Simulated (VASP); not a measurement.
# Ni3Ge (Pm-3m) in VASP: a series of runs, part 2 of 2

VASP 6.6.1. Earlier steps stand in the parts before.

**3. Single point, r2SCAN (10.36 Å³/atom)**

This run uses another cell than the first one, of 10.36 Å³/atom.

The input, POSCAR:

```
Ni3Ge
1.0
    3.4605024384      0.0000000000      0.0000000000
    0.0000000000      3.4605024384      0.0000000000
    0.0000000000      0.0000000000      3.4605024384
Ni Ge
3 1
Direct
    0.5000000000      0.0000000000      0.5000000000
    0.0000000000      0.5000000000      0.5000000000
    0.5000000000      0.5000000000      0.0000000000
    0.0000000000      0.0000000000      0.0000000000
```

The input, INCAR.step1:

```
SYSTEM = Ni3Ge
PREC = Accurate ; ENCUT = 520
ISMEAR = 0 ; SIGMA = 0.1
LREAL = .FALSE. ; LASPH = .TRUE.
NELM = 100 ; NBANDS = 30
GGA = PE ; ALGO = Normal
EDIFF = 1E-4 ; LWAVE = .TRUE.
LCHARG = .FALSE.
```

The input, INCAR.step2:

```
SYSTEM = Ni3Ge
PREC = Accurate ; ENCUT = 520
EDIFF = 1E-7 ; ISMEAR = 0
SIGMA = 0.1 ; LREAL = .FALSE.
LASPH = .TRUE. ; NELM = 100
ALGO = Normal ; ISIF = 2
LWAVE = .FALSE. ; LCHARG = .FALSE.
METAGGA = R2SCAN ; LMIXTAU = .TRUE.
NBANDS = 30 ; ISTART = 1
```

The input, KPOINTS:

```
Automatic mesh
0
G
  12 12 12
  0 0 0
```

Potentials or basis: VASP PAW PBE potentials, release 64 (Ni, Ge_d).

Run with:

```
$ cat potpaw_PBE.64/Ni/POTCAR potpaw_PBE.64/Ge_d/POTCAR > POTCAR
$ cp INCAR.step1 INCAR
$ mpirun -np 1 vasp_std > vasp.out
$ cp INCAR.step2 INCAR
$ mpirun -np 1 vasp_std > vasp.out
```

OUTCAR:

```text
SYSTEM = Ni3Ge
   PREC = Accurate
   ENCUT = 520
   EDIFF = 1E-7
   ISMEAR = 0
   LREAL = .FALSE.
   LASPH = .TRUE.
   NELM = 100
   ISIF = 2
   METAGGA = R2SCAN
   ISTART = 1

 ion  position               nearest neighbor table
   1  0.500  0.000  0.500-   2 2.45   3 2.45   4 2.45   3 2.45   4 2.45   2 2.45   3 2.45   3 2.45
                             2 2.45   4 2.45   4 2.45   2 2.45
   2  0.000  0.500  0.500-   1 2.45   3 2.45   4 2.45   3 2.45   4 2.45   1 2.45   4 2.45   4 2.45
                             1 2.45   3 2.45   3 2.45   1 2.45
   3  0.500  0.500  0.000-   1 2.45   2 2.45   4 2.45   1 2.45   2 2.45   1 2.45   4 2.45   1 2.45
                             2 2.45   4 2.45   2 2.45   4 2.45
   4  0.000  0.000  0.000-   1 2.45   2 2.45   3 2.45   1 2.45   2 2.45   2 2.45   3 2.45   2 2.45
                             1 2.45   3 2.45   1 2.45   3 2.45

  LATTYP: Found a simple cubic cell.
 ALAT       =     3.4605024384

  Lattice vectors:

 A1 = (   3.4605024384,   0.0000000000,   0.0000000000)
 A2 = (   0.0000000000,   3.4605024384,   0.0000000000)
 A3 = (   0.0000000000,   0.0000000000,   3.4605024384)

Analysis of symmetry for initial positions (statically):
=====================================================================
 Subroutine PRICEL returns:
 Original cell was already a primitive cell.

 Routine SETGRP: Setting up the symmetry group for a
 simple cubic supercell.

 Subroutine GETGRP returns: Found 48 space group operations
 (whereof 48 operations were pure point group operations)
 out of a pool of 48 trial point group operations.

The static configuration has the point symmetry O_h .

Analysis of symmetry for dynamics (positions and initial velocities):
=====================================================================
 Subroutine PRICEL returns:
 Original cell was already a primitive cell.

 Routine SETGRP: Setting up the symmetry group for a
 simple cubic supercell.

 Subroutine GETGRP returns: Found 48 space group operations
 (whereof 48 operations were pure point group operations)
 out of a pool of 48 trial point group operations.

The dynamic configuration has the point symmetry O_h .

 Subroutine INISYM returns: Found 48 space group operations
 (whereof 48 operations are pure point group operations),
 and found     1 'primitive' translations

----------------------------------------------------------------------------------------

                                     Primitive cell

  volume of cell :      41.4398

  direct lattice vectors                    reciprocal lattice vectors
     3.460502438  0.000000000  0.000000000     0.288975378  0.000000000  0.000000000
     0.000000000  3.460502438  0.000000000     0.000000000  0.288975378  0.000000000
     0.000000000  0.000000000  3.460502438     0.000000000  0.000000000  0.288975378

  length of vectors
     3.460502438  3.460502438  3.460502438     0.288975378  0.288975378  0.288975378

  position of ions in fractional coordinates (direct lattice)
     0.500000000  0.000000000  0.500000000
     0.000000000  0.500000000  0.500000000
     0.500000000  0.500000000  0.000000000
     0.000000000  0.000000000  0.000000000

  ion indices of the primitive-cell ions
   primitive index   ion index
                 1           1
                 2           2
                 3           3
                 4           4
[... 28 lines left out ...]
            Coordinates               Weight
  0.000000  0.000000  0.000000      1.000000
  0.083333  0.000000  0.000000      6.000000
  0.166667  0.000000  0.000000      6.000000
  0.250000  0.000000  0.000000      6.000000
  0.333333  0.000000  0.000000      6.000000
  0.416667  0.000000  0.000000      6.000000
[... 16 lines left out ...]
  0.333333  0.333333  0.000000     12.000000
  0.416667  0.333333  0.000000     24.000000
 [... further k-points ...]
   k-points           NKPTS =     84   k-points in BZ     NKDIM =     84   number of bands    NBANDS=     30
   number of dos      NEDOS =    301   number of ions     NIONS =      4
   total plane-waves  NPLWV =  21952
   dimension x,y,z NGX =    28 NGY =   28 NGZ =   28
   dimension x,y,z NGXF=    56 NGYF=   56 NGZF=   56
   ions per type =               3   1
   NGX,Y,Z   is equivalent  to a cutoff of  13.45, 13.45, 13.45 a.u.
   NGXF,Y,Z  is equivalent  to a cutoff of  26.90, 26.90, 26.90 a.u.
 SYSTEM =  Ni3Ge
   PREC   = accura    normal or accurate (medium, high low for compatibility)
   ISTART =      1    job   : 0-new  1-cont  2-samecut
   ICHARG =      0    charge: 1-file 2-atom 10-const
   ISPIN  =      1    spin polarized calculation?
   LNONCOLLINEAR =      F non collinear calculations
   LSORBIT =      F    spin-orbit coupling
   LASPH  =      T    aspherical Exc in radial PAW
   ENCUT  =  520.0 eV  38.22 Ry    6.18 a.u.   6.43  6.43  6.43*2*pi/ulx,y,z
   NELM   =    100;   NELMIN=  2; NELMDL=  0     # of ELM steps
   EDIFF  = 0.1E-06   stopping-criterion for ELM
   LREAL  =      F    real-space projection
   EDIFFG = 0.1E-05   stopping-criterion for IOM
   NSW    =      0    number of steps for IOM
   IBRION =     -1    ionic relax: 0-MD 1-quasi-New 2-CG
   NFREE  =      0    steps in history (QN), initial steepest desc. (CG)
   ISIF   =      2    stress and relaxation
   ISYM   =      2    0-nonsym 1-usesym 2-fastsym
   POTIM  = 0.5000    time-step for ionic-motion
   TEBEG  =    0.0;   TEEND  =   0.0 temperature during run
   PSTRESS=    0.0 pullay stress
   NELECT =      44.0000    total number of electrons
   NUPDOWN=      -1.0000    fix difference up-down
   EMIN   =  10.00;   EMAX   =-10.00  energy-range for DOS
   EFERMI =   0.00;   METHOD = LEGACY
   ISMEAR =     0;   SIGMA  =   0.10  broadening in eV -4-tet -1-fermi 0-gaus
   EFERMI_NEDOS =   21; number of points for ismear=-14 and -15
   IALGO  =     38    algorithm
   IMIX   =      4    mixing-type and parameters
     AMIX     =   0.40;   BMIX     =  1.00
     AMIX_MAG =   1.60;   BMIX_MAG =  1.00
  volume/ion in A,a.u.               =      10.36        69.91
  Fermi-wavevector in a.u.,A,eV,Ry     =   1.670141  3.156110 37.951712  2.789372
  Thomas-Fermi vector in A             =   2.755691
   LORBIT       =      0    0 simple, 1 ext, 2 COOP (PROOUT), +10 PAW based schemes
   METAGGA = R2SCAN    functional components
   LHFCALC =     F    Hartree Fock is set to
   AEXX    =    0.0000 exact exchange contribution
   IVDW    =     0    specifies the selected vdW correction
   LEPSILON=     F    determine dielectric tensor
   LRPA    =     F    only Hartree local field effects (RPA)
 non-spin polarized calculation
 Gauss-broadening in eV      SIGMA  =   0.10
  energy-cutoff  :      520.00
  volume of cell :       41.44
 maximum number of plane-waves:      1141
 NGX is ok and might be reduce to    28
   NGX = 13   NGY = 13   NGZ = 13

 number of electron      43.9999968 magnetization

 Free energy of the ion-electron system (eV)
  ---------------------------------------------------
  ext. energy  EPLUGINS =         0.00000000
  ---------------------------------------------------
  free energy    TOTEN  =       -50.62591567 eV

  energy without entropy =      -50.61566465  energy(sigma->0) =      -50.62079016

 E-fermi :  11.0964     XC(G=0): -15.1741

 val. band max:       11.0731631655   @ k =   0.0833   0.0833   0.0833
 cond. band min:      11.0971426101   @ k =   0.4167   0.4167   0.3333
 fundamental gap:      0.0239794446
 Fermi energy:        11.0964119526

 k-point     1 :       0.0000    0.0000    0.0000
  band No.  band energies     occupation
      1     -14.4006      2.00000
      2     -14.4006      2.00000
      3     -14.3818      2.00000
      4     -14.3818      2.00000
      5     -14.3818      2.00000
      6      -2.5105      2.00000
[... 781 lines left out ...]
     29      21.9717      0.00000
     30      23.2239      0.00000

 [... further k-points ...]

------------------------ aborting loop because EDIFF is reached ----------------------------------------

  FORCE on cell =-STRESS in cart. coord.  units (eV):
  Direction    XX          YY          ZZ          XY          YZ          ZX
  --------------------------------------------------------------------------------------
  -------------------------------------------------------------------------------------
  Total        4.0714958      4.0714958      4.0714958      0.0000000     -0.0000000      0.0000000
  in kB      157.4153555    157.4153555    157.4153555      0.0000000     -0.0000000      0.0000000
  external PRESSURE =     157.4153555 kB  Pullay stress =       0.0000000 kB

 VOLUME and BASIS-vectors are now :
 -----------------------------------------------------------------------------
  energy-cutoff  :      520.00
  volume of cell :       41.44
      direct lattice vectors                 reciprocal lattice vectors
     3.460502438  0.000000000  0.000000000     0.288975378  0.000000000  0.000000000
     0.000000000  3.460502438  0.000000000     0.000000000  0.288975378  0.000000000
     0.000000000  0.000000000  3.460502438     0.000000000  0.000000000  0.288975378

 POSITION                                       TOTAL-FORCE (eV/Angst)
 -----------------------------------------------------------------------------------
      1.73025      0.00000      1.73025         0.000000      0.000000      0.000000
      0.00000      1.73025      1.73025         0.000000      0.000000      0.000000
      1.73025      1.73025      0.00000         0.000000      0.000000      0.000000
      0.00000      0.00000      0.00000         0.000000      0.000000      0.000000
 -----------------------------------------------------------------------------------
    total drift:                                0.000000      0.000000      0.000000

  FREE ENERGIE OF THE ION-ELECTRON SYSTEM (eV)
  ---------------------------------------------------
  free  energy   TOTEN  =       -50.6259156714 eV

  energy  without entropy=      -50.6156646507  energy(sigma->0) =      -50.62079016
```

Run time: 2.8 min. Hardware: 1 thread of Intel Xeon 6975P-C (Granite Rapids), shared host; peak memory 0.23 GiB.

What came out:

| Quantity | Value |
| --- | --- |
| Free energy | -50.6259 eV |
| Pressure | 15.7 GPa |
| Band gap on the k mesh | zero (bands 22 and 23 overlap by 0.29 eV) |

Caveat: the cell stands under pressure; the PAW data sets were made with another functional, which shifts forces and pressure a little. Spin polarisation is off, so any magnetic state and its effect on volume and gap are missing.
